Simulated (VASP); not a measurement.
A run of VASP 6.6.1 is set up as follows.

File INCAR:

```
  PREC = Accurate
  ENCUT = 520
  EDIFF = 1E-6
  ISMEAR = 0
  SIGMA = 0.05
  LREAL = F
  LASPH = T
  NELM = 100
  ALGO = Normal
  ISIF = 2
  LWAVE = F
  LCHARG = F
  GGA = PE
  NBANDS = 16
```

File KPOINTS:

```
regular mesh
0
Gamma
  6 6 4
```

The input POSCAR:

```
AlN
1.0
    3.2360458119     -0.0975659424     -0.0221381428
   -1.7025174906      2.8428551716      0.0699330608
   -0.0354238504      0.1087611125      4.8652965235
Al N
2 2
Direct
    0.3206374753      0.6744783112     -0.0095557548
    0.8109536230      0.4502035771      0.5516643616
    0.2859371289      0.5748537327      0.3652261432
    0.5824717728      0.3004643790      0.8626652500
```

Potentials or basis: VASP PAW PBE potentials, release 64 (Al, N).

The run is started by

```console
$ cat potpaw_PBE.64/Al/POTCAR potpaw_PBE.64/N/POTCAR > POTCAR
$ mpirun -np 1 vasp_std > vasp.out
```

Estimate the pressure.

18.2 GPa.

Predict the largest force.

8.369 eV/Å.

Estimate the band gap on the k mesh.

1.35 eV, indirect (least direct gap 1.37 eV).

Forces on the atoms (eV/Å):
```
Al   0.140 -1.099  2.305
Al  -5.061 -0.565 -6.642
N    5.102  1.481 -1.071
N   -0.181  0.183  5.408
```

Caveat: the cell differs from its parent crystal (atoms moved at random and the cell strained at random); forces of over 1 eV/Å act on the atoms, so gaps and moduli don't describe the material at rest. A k mesh can miss the band edges.
